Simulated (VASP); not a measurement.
Wanted: the native input for a VASP 6.6.1 run.

| Property | Result |
| --- | --- |
| Task | relaxation of the atoms |
| Functional | LDA |
| Potentials or basis | VASP PAW LDA potentials, release 64 (Ru_pv, C) |
| Cutoff | 520 eV |
| k mesh | 12 × 12 × 1 |
| Occupations | gaussian, width 0.1 eV |
| Spin | no spin polarisation |
| Dipole correction | yes |
| Atoms held fixed (from 0) | [0, 1, 2, 3, 4] |
| Further INCAR settings | ALGO = Normal; EDIFF = 1e-07; NELMDL = -8; IBRION = 2; EDIFFG = -0.025; NSW = 36 |
| Atoms held along some axes (from 0) | atom 5 along a and b |

The structure of Ru5C lies in POSCAR:

```
Ru5C
1.0
    2.6740588505      0.0000000000      0.0000000000
   -1.3370294252      2.3158028957      0.0000000000
    0.0000000000      0.0000000000     23.8999247755
Ru C
5 1
Selective dynamics
Direct
    0.6666666667      0.3333333333      0.1673645435  F F F
    0.3333333333      0.6666666667      0.2557907839  F F F
    0.6666666667      0.3333333333      0.3443582822  F F F
    0.3333333333      0.6666666667      0.4334512798  F F F
    0.6666666667      0.3333333333      0.5188269374  F F F
    1.3333333333      0.6666666667      0.5648521869  F F T
```

The input as run:

INCAR

```
PREC = Accurate
ENCUT = 520
EDIFF = 1E-7
ISMEAR = 0
SIGMA = 0.1
LREAL = F
LASPH = T
NELM = 120
ALGO = Normal
ISIF = 2
LWAVE = F
LCHARG = F
LDIPOL = T
IDIPOL = 3
DIPOL = 0.5 0.5 0.381
IBRION = 2
NSW = 36
EDIFFG = -0.025
GGA_COMPAT = F
NELMIN = 4
NELMDL = -8
```

KPOINTS

```
Automatic mesh
0
Gamma
  12 12 1
```

Potentials or basis: VASP PAW LDA potentials, release 64 (Ru_pv, C).

Launch:

```console
$ cat potpaw_LDA.64/Ru_pv/POTCAR potpaw_LDA.64/C/POTCAR > POTCAR
$ mpirun -np 1 vasp_std > vasp.out
```

It gave:

```yaml
Energy_gained_by_relaxing: 4.3 meV/atom
Ionic_steps: 3
Band_gap_on_the_k_mesh: zero (bands 37 and 38 overlap by 2.56 eV)
```

Run time: 13 min on 1 thread of Intel(R) Xeon(R) Platinum 8375C CPU @ 2.90GHz (Ice Lake) (shared host), peak memory 0.26 GiB.
